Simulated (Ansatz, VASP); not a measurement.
## AgCl in VASP and in Ansatz

The input POSCAR:

```
AgCl
1.0
    0.0000000000      2.8563445000      2.7315527500
    2.8563445000      0.0000000000      2.7315527500
    2.8563445000      2.8563445000      0.0000000000
Ag Cl
1 1
Direct
    0.5000000000      0.5000000000      0.5000000000
    0.0000000000      0.0000000000      0.0000000000
```

INCAR.step1

```
SYSTEM = AgCl
  PREC = Accurate
  ENCUT = 520
  ISMEAR = 0
  SIGMA = 0.05
  LREAL = .False.
  LASPH = .True.
  NELM = 60
  NBANDS = 16
  GGA = PE
  ALGO = Normal
  EDIFF = 1E-4
  LWAVE = .True.
  LCHARG = .False.
```

INCAR.step2

```
SYSTEM = AgCl
  PREC = Accurate
  ENCUT = 520
  EDIFF = 1E-6
  ISMEAR = 0
  SIGMA = 0.05
  LREAL = .False.
  LASPH = .True.
  NELM = 60
  ALGO = Normal
  ISIF = 2
  LWAVE = .False.
  LCHARG = .False.
  METAGGA = R2SCAN
  LMIXTAU = .True.
  NBANDS = 16
  ISTART = 1
```

The input KPOINTS:

```
Automatic mesh
0
Gamma
  8 8 8
  0 0 0
```

Input for Ansatz:

```yaml
crystal:
  lattice:
    - [0.0, 2.8563445, 2.73155275]
    - [2.8563445, 0.0, 2.73155275]
    - [2.8563445, 2.8563445, 0.0]
  atoms:
    - { symbol: Ag, position: [0.5, 0.5, 0.5] }
    - { symbol: Cl, position: [0.0, 0.0, 0.0] }
basis:
  ecutwfc: 500
kpoints:
  mp_grid: { grid: [8, 8, 8] }
hamiltonian:
  xc: r2scan
scf:
  occupations: { method: gaussian, width: 0.05 }
output:
  forces: true
  stress: true
  eigenvalues: true
  write_density: true
  write_potential: true
  elf: true
  volumetric_format: npy
```

Change from the starting cell: strain +0.030 along x and y, -0.015 along z, atoms carried along.

Alike in both runs: task single point; functional r2SCAN; k mesh 8 × 8 × 8; occupations gaussian, width 0.05 eV; no spin polarisation.

```csv
,VASP,Ansatz
version,VASP 6.6.1,Ansatz 0.2.0
potentials or method,"VASP PAW PBE potentials, release 64 (Ag, Cl), cutoff 520 eV","scalar-relativistic, plane waves, PAW"
valence electrons in the cell,18,26
```

|  | VASP | Ansatz | Ansatz less VASP |
| --- | --- | --- | --- |
| gap on the k mesh at the Fermi level (eV) | 1.31 | 1.36 | +0.052 |
| least direct gap on the mesh (eV) | 3.56 | 3.60 | +0.044 |
| pressure (GPa) | -1.9 | -1.8 | +0.08 |
| traceless stress, the component that is largest in VASP (GPa) | 0.49 | 0.52 | +0.024 |

VASP's potentials were made for PBE, not for r2SCAN. The functional is the same, so the differences come from potentials, cutoffs and numerics. VASP's potentials hold 18 valence electrons a cell and Ansatz's 26, so a difference there can come from the potentials and not from the codes.
